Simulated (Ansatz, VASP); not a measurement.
**Two plane-wave programs on BN**

```xyz
2
Lattice="0.0000 1.8048 1.8048 1.8048 0.0000 1.8048 1.8048 1.8048 0.0000" Properties=species:S:1:pos:R:3 pbc="T T T"
B     0.0000    0.0000    0.0000
N     0.9024    0.9024    0.9024
```

Alike in both runs: task single point; functional HF; k mesh 8 × 8 × 8; no spin polarisation.

```csv
,VASP,Ansatz
version,VASP 6.6.1,Ansatz 0.2.0
potentials or method,"VASP PAW PBE potentials, release 64 (B, N)","plane waves, PAW"
plane-wave cutoff (eV),520,420
occupations,"gaussian, width 0.01 eV",fixed
valence electrons in the cell,8,8
```

|  | VASP | Ansatz | Ansatz less VASP |
| --- | --- | --- | --- |
| gap on the k mesh at the Fermi level (eV) | 13.75 | 13.73 | -0.018 |
| pressure (GPa) | -3.4 | -3.7 | -0.37 |

VASP's potentials were made for PBE, not for HF. Ansatz's warnings: stress exchange threshold loose, stress scf threshold loose.
